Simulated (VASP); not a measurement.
# TaN in VASP: notebook

TaN is run at these levels: PBE; tasks: electric field gradients.

Program: VASP 6.6.1. These are calculated values, not measurements. Logs are shortened: lines on timing, memory, paths and dates and some standing lists are left out, and cuts for length are marked.

### Step 1. The cell of the first run

It takes space group Fm-3m (No. 225, cubic). The conventional cell has a = 4.372 Å, b = 4.372 Å, c = 4.372 Å, α = 90.00°, β = 90.00°, γ = 90.00°. Ta (site symmetry m-3m) has 6 N at 2.19 Å within 2.9 Å. Within 2.9 Å of N (site symmetry m-3m) lie 6 Ta at 2.19 Å.

### Step 2. Electric field gradients, PBE (volume scaled by 1.01)

Input file INCAR:

```
ALGO = Normal ; EDIFF = 1E-8
ENCUT = 520 ; GGA = PE
ISIF = 2 ; ISMEAR = -1
LASPH = True ; LCHARG = False
LEFG = True ; LREAL = False
LWAVE = False ; NBANDS = 15
NELM = 100 ; PREC = Accurate
SIGMA = 0.02
```

Input file KPOINTS:

```
k-points
0
Gamma
  9 9 9
```

Input file POSCAR:

```
TaN
1.0
    0.0000000000      2.1862392558      2.1862392558
    2.1862392558      0.0000000000      2.1862392558
    2.1862392558      2.1862392558      0.0000000000
Ta N
1 1
Direct
    0.5000000000      0.5000000000      0.5000000000
    0.0000000000      0.0000000000      0.0000000000
```

Potentials or basis: VASP PAW PBE potentials, release 64 (Ta_pv, N).

Run with:

```console
> cat potpaw_PBE.64/Ta_pv/POTCAR potpaw_PBE.64/N/POTCAR > POTCAR
> mpirun -np 1 vasp_std > vasp.out
```

OUTCAR:

```text
EDIFF = 1E-8
   ENCUT = 520
   GGA = PE
   ISIF = 2
   ISMEAR = -1
   LASPH = True
   LREAL = False
   NELM = 100
   PREC = Accurate

 ion  position               nearest neighbor table
   1  0.500  0.500  0.500-   2 2.19   2 2.19   2 2.19   2 2.19   2 2.19   2 2.19
   2  0.000  0.000  0.000-   1 2.19   1 2.19   1 2.19   1 2.19   1 2.19   1 2.19

  LATTYP: Found a face centered cubic cell.
 ALAT       =     4.3724785116

  Lattice vectors:

 A1 = (   0.0000000000,   2.1862392558,   2.1862392558)
 A2 = (   2.1862392558,   0.0000000000,   2.1862392558)
 A3 = (   2.1862392558,   2.1862392558,   0.0000000000)

Analysis of symmetry for initial positions (statically):
=====================================================================
 Subroutine PRICEL returns:
 Original cell was already a primitive cell.

 Routine SETGRP: Setting up the symmetry group for a
 face centered cubic supercell.

 Subroutine GETGRP returns: Found 48 space group operations
 (whereof 48 operations were pure point group operations)
 out of a pool of 48 trial point group operations.

The static configuration has the point symmetry O_h .

Analysis of symmetry for dynamics (positions and initial velocities):
=====================================================================
 Subroutine PRICEL returns:
 Original cell was already a primitive cell.

 Routine SETGRP: Setting up the symmetry group for a
 face centered cubic supercell.

 Subroutine GETGRP returns: Found 48 space group operations
 (whereof 48 operations were pure point group operations)
 out of a pool of 48 trial point group operations.

The dynamic configuration has the point symmetry O_h .

 Subroutine INISYM returns: Found 48 space group operations
 (whereof 48 operations are pure point group operations),
 and found     1 'primitive' translations

----------------------------------------------------------------------------------------

                                     Primitive cell

  volume of cell :      20.8989

  direct lattice vectors                    reciprocal lattice vectors
     0.000000000  2.186239256  2.186239256    -0.228703239  0.228703239  0.228703239
     2.186239256  0.000000000  2.186239256     0.228703239 -0.228703239  0.228703239
     2.186239256  2.186239256  0.000000000     0.228703239  0.228703239 -0.228703239

  length of vectors
     3.091809206  3.091809206  3.091809206     0.396125631  0.396125631  0.396125631

  position of ions in fractional coordinates (direct lattice)
     0.500000000  0.500000000  0.500000000
     0.000000000  0.000000000  0.000000000

  ion indices of the primitive-cell ions
   primitive index   ion index
                 1           1
                 2           2

----------------------------------------------------------------------------------------

 KPOINTS: k-points

Automatic generation of k-mesh.
 Grid dimensions read from file:
 generate k-points for:    9    9    9

 Generating k-lattice:

  Cartesian coordinates                     Fractional coordinates (reciprocal lattice)
    -0.025411471  0.025411471  0.025411471     0.111111111  0.000000000  0.000000000
     0.025411471 -0.025411471  0.025411471     0.000000000  0.111111111  0.000000000
     0.025411471  0.025411471 -0.025411471     0.000000000  0.000000000  0.111111111

  Length of vectors
     0.044013959  0.044013959  0.044013959

  Shift w.r.t. Gamma in fractional coordinates (k-lattice)
     0.000000000  0.000000000  0.000000000

 Subroutine IBZKPT returns following result:
 ===========================================

 Found     35 irreducible k-points:

 Following reciprocal coordinates:
            Coordinates               Weight
  0.000000  0.000000  0.000000      1.000000
  0.111111  0.000000  0.000000      8.000000
  0.222222  0.000000  0.000000      8.000000
  0.333333  0.000000  0.000000      8.000000
  0.444444  0.000000  0.000000      8.000000
  0.111111  0.111111  0.000000      6.000000
[... 16 lines left out ...]
 -0.333333  0.333333  0.000000     12.000000
  0.444444  0.444444  0.000000      6.000000
 [... further k-points ...]
   k-points           NKPTS =     35   k-points in BZ     NKDIM =     35   number of bands    NBANDS=     15
   number of dos      NEDOS =    301   number of ions     NIONS =      2
   total plane-waves  NPLWV =  13824
   dimension x,y,z NGX =    24 NGY =   24 NGZ =   24
   dimension x,y,z NGXF=    48 NGYF=   48 NGZF=   48
   ions per type =               1   1
   NGX,Y,Z   is equivalent  to a cutoff of  12.90, 12.90, 12.90 a.u.
   NGXF,Y,Z  is equivalent  to a cutoff of  25.81, 25.81, 25.81 a.u.
 SYSTEM =  unknown system
   PREC   = accura    normal or accurate (medium, high low for compatibility)
   ISTART =      0    job   : 0-new  1-cont  2-samecut
   ICHARG =      2    charge: 1-file 2-atom 10-const
   ISPIN  =      1    spin polarized calculation?
   LNONCOLLINEAR =      F non collinear calculations
   LSORBIT =      F    spin-orbit coupling
   LASPH  =      T    aspherical Exc in radial PAW
   ENCUT  =  520.0 eV  38.22 Ry    6.18 a.u.   5.75  5.75  5.75*2*pi/ulx,y,z
   NELM   =    100;   NELMIN=  2; NELMDL= -5     # of ELM steps
   EDIFF  = 0.1E-07   stopping-criterion for ELM
   LREAL  =      F    real-space projection
   EDIFFG = 0.1E-06   stopping-criterion for IOM
   NSW    =      0    number of steps for IOM
   IBRION =     -1    ionic relax: 0-MD 1-quasi-New 2-CG
   NFREE  =      0    steps in history (QN), initial steepest desc. (CG)
   ISIF   =      2    stress and relaxation
   ISYM   =      2    0-nonsym 1-usesym 2-fastsym
   POTIM  = 0.5000    time-step for ionic-motion
   TEBEG  =    0.0;   TEEND  =   0.0 temperature during run
   PSTRESS=    0.0 pullay stress
   NELECT =      16.0000    total number of electrons
   NUPDOWN=      -1.0000    fix difference up-down
   EMIN   =  10.00;   EMAX   =-10.00  energy-range for DOS
   EFERMI =   0.00;   METHOD = LEGACY
   ISMEAR =    -1;   SIGMA  =   0.02  broadening in eV -4-tet -1-fermi 0-gaus
   EFERMI_NEDOS =   21; number of points for ismear=-14 and -15
   IALGO  =     38    algorithm
   IMIX   =      4    mixing-type and parameters
     AMIX     =   0.40;   BMIX     =  1.00
     AMIX_MAG =   1.60;   BMIX_MAG =  1.00
  volume/ion in A,a.u.               =      10.45        70.52
  Fermi-wavevector in a.u.,A,eV,Ry     =   1.497639  2.830127 30.516814  2.242923
  Thomas-Fermi vector in A             =   2.609501
   LORBIT       =      0    0 simple, 1 ext, 2 COOP (PROOUT), +10 PAW based schemes
   GGA     = PE    functional components
   LHFCALC =     F    Hartree Fock is set to
   AEXX    =    0.0000 exact exchange contribution
   IVDW    =     0    specifies the selected vdW correction
   LEPSILON=     F    determine dielectric tensor
   LRPA    =     F    only Hartree local field effects (RPA)
 non-spin polarized calculation
  energy-cutoff  :      520.00
  volume of cell :       20.90
 maximum number of plane-waves:       571
   NGX = 11   NGY = 11   NGZ = 11

 number of electron      16.0000001 magnetization

 Free energy of the ion-electron system (eV)
  ---------------------------------------------------
  ext. energy  EPLUGINS =         0.00000000
  ---------------------------------------------------
  free energy    TOTEN  =       -21.80419980 eV

  energy without entropy =      -21.80310693  energy(sigma->0) =      -21.80365336

 E-fermi :   9.6458     XC(G=0): -13.5349

 val. band max:        9.5346147449   @ k =  -0.4444   0.2222   0.1111
 cond. band min:       9.6775066083   @ k =  -0.2222   0.2222   0.0000
 fundamental gap:      0.1428918634
 Fermi energy:         9.6457636395

 k-point     1 :       0.0000    0.0000    0.0000
  band No.  band energies     occupation
      1     -26.0057      2.00000
      2     -26.0057      2.00000
      3     -26.0057      2.00000
      4      -9.2636      2.00000
      5       5.8667      2.00000
      6       5.8667      2.00000
      7       5.8667      2.00000
      8       7.5884      2.00000
      9       7.5884      2.00000
     10       7.5884      2.00000
     11       9.8095      0.00056
     12       9.8095      0.00056
     13      11.4128      0.00000
     14      19.1551      0.00000
     15      22.1379      0.00000
[... 397 lines left out ...]
 k-point    24 :       0.4444    0.4444    0.0000
  band No.  band energies     occupation
      1     -26.7567      2.00000
      2     -26.2981      2.00000
      3     -26.2981      2.00000
      4      -7.9621      2.00000
      5       2.8091      2.00000
      6       4.2290      2.00000
      7       5.0245      2.00000
      8       5.0245      2.00000
      9      11.8367      0.00000
     10      13.3323      0.00000
     11      13.3323      0.00000
     12      14.3130      0.00000
     13      17.1038      0.00000
     14      19.0702      0.00000
     15      22.1457      0.00000

 [... further k-points ...]
[... 5 lines left out ...]
  --------------------------------------------------------------------------------------
  -------------------------------------------------------------------------------------
  Total        1.5076278      1.5076278      1.5076278      0.0000000      0.0000000      0.0000000
  in kB      115.5797237    115.5797237    115.5797237      0.0000000      0.0000000      0.0000000
  external PRESSURE =     115.5797237 kB  Pullay stress =       0.0000000 kB

 VOLUME and BASIS-vectors are now :
 -----------------------------------------------------------------------------
  energy-cutoff  :      520.00
  volume of cell :       20.90
      direct lattice vectors                 reciprocal lattice vectors
     0.000000000  2.186239256  2.186239256    -0.228703239  0.228703239  0.228703239
     2.186239256  0.000000000  2.186239256     0.228703239 -0.228703239  0.228703239
     2.186239256  2.186239256  0.000000000     0.228703239  0.228703239 -0.228703239

 POSITION                                       TOTAL-FORCE (eV/Angst)
 -----------------------------------------------------------------------------------
      2.18624      2.18624      2.18624         0.000000      0.000000      0.000000
      0.00000      0.00000      0.00000         0.000000      0.000000      0.000000
 -----------------------------------------------------------------------------------
    total drift:                                0.000000     -0.000000     -0.000000

  FREE ENERGIE OF THE ION-ELECTRON SYSTEM (eV)
  ---------------------------------------------------
  free  energy   TOTEN  =       -21.8041997994 eV

  energy  without entropy=      -21.8031069287  energy(sigma->0) =      -21.80365336

 Electric field gradients (V/A^2)
---------------------------------------------------------------------
 ion       V_xx      V_yy      V_zz      V_xy      V_xz      V_yz
---------------------------------------------------------------------
   1      -0.000     0.000     0.000     0.000     0.000     0.000
   2       0.000     0.000    -0.000     0.000     0.000     0.000
---------------------------------------------------------------------

 Electric field gradients after diagonalization (V/A^2)
 (convention: |V_zz| > |V_xx| > |V_yy|)
----------------------------------------------------------------------
 ion       V_xx      V_yy      V_zz     asymmetry (V_yy - V_xx)/ V_zz
----------------------------------------------------------------------
   1      -0.000    -0.000     0.000       0.000
   2      -0.000    -0.000     0.000       0.000
----------------------------------------------------------------------

           NMR quadrupolar parameters

 Cq : quadrupolar parameter    Cq=e*Q*V_zz/h
 eta: asymmetry parameters     (V_yy - V_xx)/ V_zz
 Q  : nuclear electric quadrupole moment in mb (millibarn)
----------------------------------------------------------------------
 ion       Cq(MHz)       eta       Q (mb)
----------------------------------------------------------------------
   1       0.000       0.000       1.000
   2       0.000       0.000       1.000
----------------------------------------------------------------------
```

It took 5.7 s on 1 thread of Intel Xeon 6975P-C (Granite Rapids), shared host; peak memory 0.14 GiB.

What came out:

| Property | Result |
| --- | --- |
| Free energy | -21.8042 eV |
| Pressure | 11.6 GPa |
| Band gap on the k mesh | zero (band 8 reaches 11.33 eV, above the bottom of band 9 at 7.59 eV) |

Caveat: without QUAD_EFG the Cq values of the log hold for a quadrupole moment of 1 mb, not for the nuclei; spin-orbit coupling is left out, which moves the levels of the heavy elements.

[end of part 1 of 4]
